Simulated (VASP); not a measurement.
A run of VASP 6.6.1:

Contents of POSCAR:

```
Al
1.0
    0.0000000000      1.9955882458      1.9955882458
    1.9955882458      0.0000000000      1.9955882458
    1.9955882458      1.9955882458      0.0000000000
Al
1
Direct
    0.0000000000      0.0000000000      0.0000000000
```

Contents of INCAR.step1:

```
SYSTEM = Al
PREC     = Accurate       ! precision mode
ENCUT    = 520            ! plane-wave cutoff, eV
ISMEAR   = -1             ! smearing method
SIGMA    = 0.05           ! smearing width, eV
LREAL    = .FALSE.        ! projectors in reciprocal space
LASPH    = .TRUE.         ! aspherical terms in the spheres
NELM     = 60             ! most SCF steps
NBANDS   = 8              ! bands
GGA      = PE             ! functional
ALGO     = Normal         ! electronic algorithm
EDIFF    = 1E-4           ! SCF threshold, eV
LWAVE    = .TRUE.         ! write WAVECAR
LCHARG   = .FALSE.        ! write CHGCAR
```

INCAR.step2

```
SYSTEM = Al
PREC     = Accurate       ! precision mode
ENCUT    = 520            ! plane-wave cutoff, eV
EDIFF    = 1E-6           ! SCF threshold, eV
ISMEAR   = -1             ! smearing method
SIGMA    = 0.05           ! smearing width, eV
LREAL    = .FALSE.        ! projectors in reciprocal space
LASPH    = .TRUE.         ! aspherical terms in the spheres
NELM     = 60             ! most SCF steps
ALGO     = Normal         ! electronic algorithm
ISIF     = 2              ! what is computed and relaxed
LWAVE    = .FALSE.        ! write WAVECAR
LCHARG   = .TRUE.         ! write CHGCAR
METAGGA  = R2SCAN         ! meta-GGA
LMIXTAU  = .TRUE.       
LUSE_VDW = .TRUE.       
IVDW_NL  = 2            
BPARAM   = 11.95        
CPARAM   = 0.0093       
LELF     = .TRUE.         ! ELF
LVHAR    = .TRUE.       
NBANDS   = 8              ! bands
ISTART   = 1
```

The input KPOINTS:

```
regular mesh
0
G
  11 11 11
  0 0 0
```

Potentials or basis: VASP PAW PBE potentials, release 64 (Al).

Command:

```console
$ cat potpaw_PBE.64/Al/POTCAR > POTCAR
$ cp INCAR.step1 INCAR
$ mpirun -np 1 vasp_std > vasp.out
$ cp INCAR.step2 INCAR
$ mpirun -np 1 vasp_std > vasp.out
```

Hardware: 1 thread of Intel(R) Xeon(R) 6975P-C (Granite Rapids), on a shared host.

Task: How long does it take, and how much memory?

Result: Run time: 19 s on 1 thread of Intel(R) Xeon(R) 6975P-C (Granite Rapids) (shared host), peak memory 0.2 GiB. Counts: k points 56.
